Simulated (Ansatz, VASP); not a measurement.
## One calculation of Hf, two programs

INCAR

```
SYSTEM = Hf
PREC     = Accurate       ! precision mode
ENCUT    = 600            ! plane-wave cutoff, eV
EDIFF    = 1E-6           ! SCF threshold, eV
ISMEAR   = -1             ! smearing method
SIGMA    = 0.3            ! smearing width, eV
LREAL    = .False.        ! projectors in reciprocal space
LASPH    = .True.         ! aspherical terms in the spheres
NELM     = 80             ! most SCF steps
ALGO     = Normal         ! electronic algorithm
ISIF     = 3              ! what is computed and relaxed
LWAVE    = .False.        ! write WAVECAR
LCHARG   = .False.        ! write CHGCAR
GGA      = PE             ! functional
IVDW     = 12             ! dispersion correction
IBRION   = 2              ! ionic algorithm
NSW      = 80             ! ionic steps
EDIFFG   = -0.01          ! ionic threshold
```

KPOINTS

```
regular mesh
0
Gamma
  9 9 9
  0 0 0
```

File POSCAR:

```
Hf
1.0
   -1.8050000000      1.8050000000      1.8050000000
    1.8050000000     -1.8050000000      1.8050000000
    1.8050000000      1.8050000000     -1.8050000000
Hf
1
Direct
    0.0000000000      0.0000000000      0.0000000000
```

Input for Ansatz:

```yaml
crystal:
  lattice:
    - [-1.805, 1.805, 1.805]
    - [1.805, -1.805, 1.805]
    - [1.805, 1.805, -1.805]
  atoms:
    - { symbol: Hf, position: [0.0, 0.0, 0.0] }
kpoints:
  mp_grid:
    grid: [9, 9, 9]
    shift: [0.0, 0.0, 0.0]
hamiltonian:
  xc: pbe
  dispersion: d3bj
scf:
  n_extra_bands: 6
  self_checks: low
  convergence:
    dr2_threshold: 1.0e-07
  occupations:
    method: fermi_dirac
    width: 0.3
relax:
  cell: {}
```

Alike in both runs: task relaxation of cell and atoms; functional PBE; dispersion D3(BJ); k mesh 9 × 9 × 9; occupations fermi-dirac, width 0.3 eV; no spin polarisation.

|  | VASP | Ansatz |
| --- | --- | --- |
| version | VASP 6.6.1 | Ansatz 0.2.0 |
| potentials or method | VASP PAW PBE potentials, release 64 (Hf_pv) | plane waves, PAW |
| plane-wave cutoff (eV) | 600 | 420 |
| valence electrons in the cell | 10 | 26 |

Ansatz gave:

```
relaxed volume (Å³/atom)                                     : 21.98
relaxed cell length with the largest relative difference (Å) : 3.057
```

**Question.** What did VASP give for the same quantities?

**Answer.** Relaxed volume (Å³/atom): 21.89; relaxed cell length with the largest relative difference (Å): 3.052.

VASP's potentials hold 10 valence electrons a cell and Ansatz's 26, so a difference there can come from the potentials and not from the codes. Ansatz's warnings: stress scf threshold loose.

Neither program's run includes spin-orbit coupling.
